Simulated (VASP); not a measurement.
# C (P6_3mc) in VASP: notebook

The runs below take C through single point, with PBEsol.

Program: VASP 6.6.1. These are calculated values, not measurements. Logs are shortened: lines on timing, memory, paths and dates and some standing lists are left out, and cuts for length are marked.

## Step 1: The cell of the first run

The structure is hexagonal, space group P6_3mc (No. 186). The conventional cell has a = 2.470 Å, b = 2.470 Å, c = 6.790 Å, α = 90.00°, β = 90.00°, γ = 120.00°. Within 1.9 Å of C (site symmetry 3m) lie 3 C at 1.43 Å. Within 1.9 Å of C (site symmetry 3m) lie 3 C at 1.43 Å.

## Step 2: Single point, PBEsol

Input file INCAR:

```
SYSTEM = C
ALGO     = Normal         ! electronic algorithm
EDIFF    = 1E-6           ! SCF threshold, eV
ENCUT    = 600            ! plane-wave cutoff, eV
GGA      = PS             ! functional
GGA_COMPAT= .False.      
ISIF     = 2              ! what is computed and relaxed
ISMEAR   = 1              ! smearing method
LASPH    = .True.         ! aspherical terms in the spheres
LCHARG   = .False.        ! write CHGCAR
LREAL    = .False.        ! projectors in reciprocal space
LWAVE    = .False.        ! write WAVECAR
NBANDS   = 16             ! bands
NELM     = 120            ! most SCF steps
PREC     = Accurate       ! precision mode
SIGMA    = 0.1            ! smearing width, eV
```

Input file KPOINTS:

```
k-points
0
Gamma
  11 11 4
  0 0 0
```

Input file POSCAR:

```
C
1.0
    2.4700000000      0.0000000000      0.0000000000
   -1.2350000000      2.1390830000      0.0000000000
    0.0000000000      0.0000000000      6.7900000000
C
4
Direct
    0.0000000000      0.0000000000      0.0000000000
    0.0000000000      0.0000000000      0.5000000000
    0.3333333333      0.6666666667      0.0050000000
    0.6666666667      0.3333333333      0.5050000000
```

Potentials or basis: VASP PAW PBE potentials, release 64 (C).

The run is started by

```console
$ cat potpaw_PBE.64/C/POTCAR > POTCAR
$ mpirun -np 1 vasp_std > vasp.out
```

OUTCAR:

```text
SYSTEM = C
   EDIFF = 1E-6
   ENCUT = 600
   GGA = PS
   ISIF = 2
   ISMEAR = 1
   LASPH = .True.
   LREAL = .False.
   NELM = 120
   PREC = Accurate

 ion  position               nearest neighbor table
   1  0.000  0.000  0.000-   3 1.43   3 1.43   3 1.43
   2  0.000  0.000  0.500-   4 1.43   4 1.43   4 1.43
   3  0.333  0.667  0.005-   1 1.43   1 1.43   1 1.43
   4  0.667  0.333  0.505-   2 1.43   2 1.43   2 1.43

  LATTYP: Found a hexagonal cell.
 ALAT       =     2.4700000000
 C/A-ratio  =     2.7489878543

  Lattice vectors:

 A1 = (   2.4700000000,   0.0000000000,   0.0000000000)
 A2 = (  -1.2350000000,   2.1390830000,   0.0000000000)
 A3 = (   0.0000000000,   0.0000000000,   6.7900000000)

Analysis of symmetry for initial positions (statically):
=====================================================================
 Subroutine PRICEL returns:
 Original cell was already a primitive cell.

 Routine SETGRP: Setting up the symmetry group for a
 hexagonal supercell.

 Subroutine GETGRP returns: Found 12 space group operations
 (whereof  6 operations were pure point group operations)
 out of a pool of 24 trial point group operations.

The static configuration has the point symmetry C_3v.
 The point group associated with its full space group is C_6v.

Analysis of symmetry for dynamics (positions and initial velocities):
=====================================================================
 Subroutine PRICEL returns:
 Original cell was already a primitive cell.

 Routine SETGRP: Setting up the symmetry group for a
 hexagonal supercell.

 Subroutine GETGRP returns: Found 12 space group operations
 (whereof  6 operations were pure point group operations)
 out of a pool of 24 trial point group operations.

The dynamic configuration has the point symmetry C_3v.
 The point group associated with its full space group is C_6v.

 Subroutine INISYM returns: Found 12 space group operations
 (whereof  6 operations are pure point group operations),
 and found     1 'primitive' translations

----------------------------------------------------------------------------------------

                                     Primitive cell

  volume of cell :      35.8752

  direct lattice vectors                    reciprocal lattice vectors
     2.470000000  0.000000000  0.000000000     0.404858300  0.233745021  0.000000000
    -1.235000000  2.139083000  0.000000000     0.000000000  0.467490041  0.000000000
     0.000000000  0.000000000  6.790000000     0.000000000  0.000000000  0.147275405

  length of vectors
     2.470000000  2.470000219  6.790000000     0.467490083  0.467490041  0.147275405

  position of ions in fractional coordinates (direct lattice)
     0.000000000  0.000000000  0.000000000
     0.000000000  0.000000000  0.500000000
     0.333333333  0.666666667  0.005000000
     0.666666667  0.333333333  0.505000000

  ion indices of the primitive-cell ions
   primitive index   ion index
                 1           1
                 2           2
                 3           3
                 4           4

----------------------------------------------------------------------------------------

 KPOINTS: k-points

Automatic generation of k-mesh.
 Grid dimensions read from file:
 generate k-points for:   11   11    4

 Generating k-lattice:

  Cartesian coordinates                     Fractional coordinates (reciprocal lattice)
     0.036805300  0.021249547  0.000000000     0.090909091 -0.000000000  0.000000000
     0.000000000  0.042499095  0.000000000     0.000000000  0.090909091  0.000000000
     0.000000000  0.000000000  0.036818851     0.000000000  0.000000000  0.250000000

  Length of vectors
     0.042499098  0.042499095  0.036818851

  Shift w.r.t. Gamma in fractional coordinates (k-lattice)
     0.000000000  0.000000000  0.000000000

 Subroutine IBZKPT returns following result:
 ===========================================

 Found     48 irreducible k-points:

 Following reciprocal coordinates:
            Coordinates               Weight
  0.000000  0.000000  0.000000      1.000000
  0.090909  0.000000  0.000000      6.000000
  0.181818  0.000000  0.000000      6.000000
  0.272727  0.000000  0.000000      6.000000
  0.363636 -0.000000  0.000000      6.000000
  0.454545  0.000000  0.000000      6.000000
[... 16 lines left out ...]
  0.090909  0.090909  0.250000     12.000000
  0.181818  0.090909  0.250000     24.000000
 [... further k-points ...]
   k-points           NKPTS =     48   k-points in BZ     NKDIM =     48   number of bands    NBANDS=     16
   number of dos      NEDOS =    301   number of ions     NIONS =      4
   total plane-waves  NPLWV =  21600
   dimension x,y,z NGX =    20 NGY =   20 NGZ =   54
   dimension x,y,z NGXF=    40 NGYF=   40 NGZF=  108
   ions per type =               4
   NGX,Y,Z   is equivalent  to a cutoff of  13.46, 13.46, 13.22 a.u.
   NGXF,Y,Z  is equivalent  to a cutoff of  26.92, 26.92, 26.44 a.u.
 SYSTEM =  C
   PREC   = accura    normal or accurate (medium, high low for compatibility)
   ISTART =      0    job   : 0-new  1-cont  2-samecut
   ICHARG =      2    charge: 1-file 2-atom 10-const
   ISPIN  =      1    spin polarized calculation?
   LNONCOLLINEAR =      F non collinear calculations
   LSORBIT =      F    spin-orbit coupling
   LASPH  =      T    aspherical Exc in radial PAW
   ENCUT  =  600.0 eV  44.10 Ry    6.64 a.u.   4.93  4.93 13.56*2*pi/ulx,y,z
   NELM   =    120;   NELMIN=  2; NELMDL= -5     # of ELM steps
   EDIFF  = 0.1E-05   stopping-criterion for ELM
   LREAL  =      F    real-space projection
   EDIFFG = 0.1E-04   stopping-criterion for IOM
   NSW    =      0    number of steps for IOM
   IBRION =     -1    ionic relax: 0-MD 1-quasi-New 2-CG
   NFREE  =      0    steps in history (QN), initial steepest desc. (CG)
   ISIF   =      2    stress and relaxation
   ISYM   =      2    0-nonsym 1-usesym 2-fastsym
   POTIM  = 0.5000    time-step for ionic-motion
   TEBEG  =    0.0;   TEEND  =   0.0 temperature during run
   PSTRESS=    0.0 pullay stress
   NELECT =      16.0000    total number of electrons
   NUPDOWN=      -1.0000    fix difference up-down
   EMIN   =  10.00;   EMAX   =-10.00  energy-range for DOS
   EFERMI =   0.00;   METHOD = LEGACY
   ISMEAR =     1;   SIGMA  =   0.10  broadening in eV -4-tet -1-fermi 0-gaus
   EFERMI_NEDOS =   21; number of points for ismear=-14 and -15
   IALGO  =     38    algorithm
   IMIX   =      4    mixing-type and parameters
     AMIX     =   0.40;   BMIX     =  1.00
     AMIX_MAG =   1.60;   BMIX_MAG =  1.00
  volume/ion in A,a.u.               =       8.97        60.52
  Fermi-wavevector in a.u.,A,eV,Ry     =   1.250787  2.363645 21.285882  1.564468
  Thomas-Fermi vector in A             =   2.384765
   LORBIT       =      0    0 simple, 1 ext, 2 COOP (PROOUT), +10 PAW based schemes
   GGA     = PS    functional components
   LHFCALC =     F    Hartree Fock is set to
   AEXX    =    0.0000 exact exchange contribution
   IVDW    =     0    specifies the selected vdW correction
   LEPSILON=     F    determine dielectric tensor
   LRPA    =     F    only Hartree local field effects (RPA)
 non-spin polarized calculation
 Methfessel and Paxton  Order N= 1 SIGMA  =   0.10
  energy-cutoff  :      600.00
  volume of cell :       35.88
 maximum number of plane-waves:      1226
 NGX is ok and might be reduce to    20
   NGX =  9   NGY =  9   NGZ = 27

 number of electron      16.0000001 magnetization

 Free energy of the ion-electron system (eV)
  ---------------------------------------------------
  ext. energy  EPLUGINS =         0.00000000
  ---------------------------------------------------
  free energy    TOTEN  =       -38.56150120 eV

  energy without entropy =      -38.56174149  energy(sigma->0) =      -38.56158130

 E-fermi :   3.9655     XC(G=0): -10.4548

 val. band max:        3.8987360181   @ k =   0.3636   0.2727   0.0000
 cond. band min:       5.1440061117   @ k =   0.3636   0.2727   0.2500
 fundamental gap:      1.2452700936
 Fermi energy:         3.9654558783

 k-point     1 :       0.0000    0.0000    0.0000
  band No.  band energies     occupation
      1     -15.0963      2.00000
      2     -14.8130      2.00000
      3      -4.0309      2.00000
      4      -2.1205      2.00000
      5       1.4832      2.00000
      6       1.4832      2.00000
[... 8 lines left out ...]
     15      15.7148      0.00000
     16      15.9888      0.00000

 k-point     2 :       0.0909    0.0000    0.0000
  band No.  band energies     occupation
      1     -14.8998      2.00000
      2     -14.6198      2.00000
      3      -3.7921      2.00000
      4      -1.8971      2.00000
      5       0.7085      2.00000
      6       0.7418      2.00000
[... 8 lines left out ...]
     15      15.0472      0.00000
     16      15.3509      0.00000

 k-point     3 :       0.1818    0.0000    0.0000
  band No.  band energies     occupation
      1     -14.3128      2.00000
      2     -14.0429      2.00000
      3      -3.0821      2.00000
      4      -1.2579      2.00000
      5      -1.1696      2.00000
      6      -1.1181      2.00000
[... 8 lines left out ...]
     15      15.6686      0.00000
     16      15.7140      0.00000

 k-point     4 :       0.2727    0.0000    0.0000
  band No.  band energies     occupation
      1     -13.3436      2.00000
      2     -13.0903      2.00000
      3      -3.5439      2.00000
      4      -3.4428      2.00000
      5      -1.9209      2.00000
      6      -0.7656      2.00000
[... 8 lines left out ...]
     15      18.5394      0.00000
     16      18.5811      0.00000
[... 324 lines left out ...]
 k-point    22 :       0.4545    0.0000    0.2500
  band No.  band energies     occupation
      1     -10.3545      2.00000
      2     -10.2188      2.00000
      3      -8.1124      2.00000
      4      -8.0018      2.00000
      5      -1.8587      2.00000
      6      -1.8227      2.00000
[... 8 lines left out ...]
     15      17.7794      0.00000
     16      19.3197      0.00000

 k-point    23 :       0.0909    0.0909    0.2500
  band No.  band energies     occupation
      1     -14.4701      2.00000
      2     -14.2770      2.00000
      3      -3.0841      2.00000
      4      -1.7809      2.00000
      5      -0.4602      2.00000
      6      -0.4383      2.00000
[... 8 lines left out ...]
     15      14.4929      0.00000
     16      14.5404      0.00000

 k-point    24 :       0.1818    0.0909    0.2500
  band No.  band energies     occupation
      1     -13.6937      2.00000
      2     -13.5101      2.00000
      3      -2.3922      2.00000
      4      -2.3475      2.00000
      5      -2.1456      2.00000
      6      -0.8991      2.00000
[... 8 lines left out ...]
     15      16.1347      0.00000
     16      16.2574      0.00000

 [... further k-points ...]
[... 5 lines left out ...]
  --------------------------------------------------------------------------------------
  -------------------------------------------------------------------------------------
  Total       -1.1458813     -1.1458816      0.1163928      0.0000000      0.0000000      0.0000000
  in kB      -51.1747639    -51.1747760      5.1980707      0.0000000      0.0000000      0.0000000
  external PRESSURE =     -32.3838231 kB  Pullay stress =       0.0000000 kB

 VOLUME and BASIS-vectors are now :
 -----------------------------------------------------------------------------
  energy-cutoff  :      600.00
  volume of cell :       35.88
      direct lattice vectors                 reciprocal lattice vectors
     2.470000000  0.000000000  0.000000000     0.404858300  0.233745021  0.000000000
    -1.235000000  2.139083000  0.000000000     0.000000000  0.467490041  0.000000000
     0.000000000  0.000000000  6.790000000     0.000000000  0.000000000  0.147275405

 POSITION                                       TOTAL-FORCE (eV/Angst)
 -----------------------------------------------------------------------------------
      0.00000      0.00000      0.00000        -0.000000      0.000000      0.569606
      0.00000      0.00000      3.39500         0.000000     -0.000000      0.569606
     -0.00000      1.42606      0.03395         0.000000      0.000000     -0.569606
      1.23500      0.71303      3.42895        -0.000000     -0.000000     -0.569606
 -----------------------------------------------------------------------------------
    total drift:                                0.000000      0.000000      0.000032

  FREE ENERGIE OF THE ION-ELECTRON SYSTEM (eV)
  ---------------------------------------------------
  free  energy   TOTEN  =       -38.5615012020 eV

  energy  without entropy=      -38.5617414911  energy(sigma->0) =      -38.56158130
```

It took 45 s on 1 thread of AMD EPYC 7R13, shared host; peak memory 0.13 GiB.

Results:

```yaml
Free_energy: -38.5615 eV
Pressure: -3.2 GPa
Largest_force: 0.570 eV/Å
Band_gap_on_the_k_mesh: 1.25 eV, indirect (the least direct gap lies 1.6 meV higher)
```

Forces in eV/Å, atoms in the order of the input:
```
C    0.000  0.000  0.570
C    0.000  0.000  0.570
C    0.000  0.000 -0.570
C    0.000  0.000 -0.570
```

Stress tensor (GPa, compression positive):
```
-5.12  0.00  0.00
 0.00 -5.12  0.00
 0.00  0.00  0.52
```

Levels at points of the mesh, in eV from the valence-band top:
```
           k point  band 6  band 7  band 8  band 9  band 10  band 11
(0.00, 0.00, 0.00)   -2.42   -2.40   -2.40    4.51     8.82     8.82
(0.00, 0.00, 0.50)   -2.41   -2.41   -2.41    7.08     7.08     8.84
```

Caveat: the PAW data sets were made with another functional, which shifts forces and pressure a little; this functional lacks dispersion, which binds the layers, so the pressure and a relaxed spacing across them are unreliable.

## Step 3: Single point, PBEsol

Input file INCAR:

```
PREC = Accurate ; ENCUT = 600
EDIFF = 1E-6 ; ISMEAR = 1
SIGMA = 0.1 ; LREAL = False
LASPH = True ; NELM = 120
ALGO = Normal ; ISIF = 2
LWAVE = False ; LCHARG = False
GGA = PS ; NBANDS = 16
GGA_COMPAT = False
```

Input file KPOINTS:

```
regular mesh
0
Gamma
  11 11 4
```

POSCAR is that of step 2.

Potentials or basis: VASP PAW PBE potentials, release 64 (C).

The run is started by

```console
$ cat potpaw_PBE.64/C/POTCAR > POTCAR
$ mpirun -np 1 vasp_std > vasp.out
```

Run time: 45 s. Hardware: 1 thread of AMD EPYC 7R13, shared host; peak memory 0.13 GiB.

It converged, with:

```
Free energy            : -38.5615 eV
Pressure               : -3.2 GPa
Largest force          : 0.570 eV/Å
Band gap on the k mesh : 1.25 eV, indirect (the least direct gap lies 1.6 meV higher)
```

Forces in eV/Å, atoms in the order of the input:
```
C    0.000  0.000  0.570
C    0.000  0.000  0.570
C    0.000  0.000 -0.570
C    0.000  0.000 -0.570
```

Stress tensor (GPa, compression positive):
```
-5.12  0.00  0.00
 0.00 -5.12  0.00
 0.00  0.00  0.52
```

Levels at points of the mesh, in eV from the valence-band top:
| k point | band 5 | band 6 | band 7 | band 8 | band 9 | band 10 | band 11 | band 12 |
| --- | --- | --- | --- | --- | --- | --- | --- | --- |
| (0.00, 0.00, 0.00) | -2.42 | -2.42 | -2.40 | -2.40 | 4.51 | 8.82 | 8.82 | 8.87 |
| (0.00, 0.00, 0.50) | -2.41 | -2.41 | -2.41 | -2.41 | 7.08 | 7.08 | 8.84 | 8.84 |

Caveat: the PAW data sets were made with another functional, which shifts forces and pressure a little; this functional lacks dispersion, which binds the layers, so the pressure and a relaxed spacing across them are unreliable.
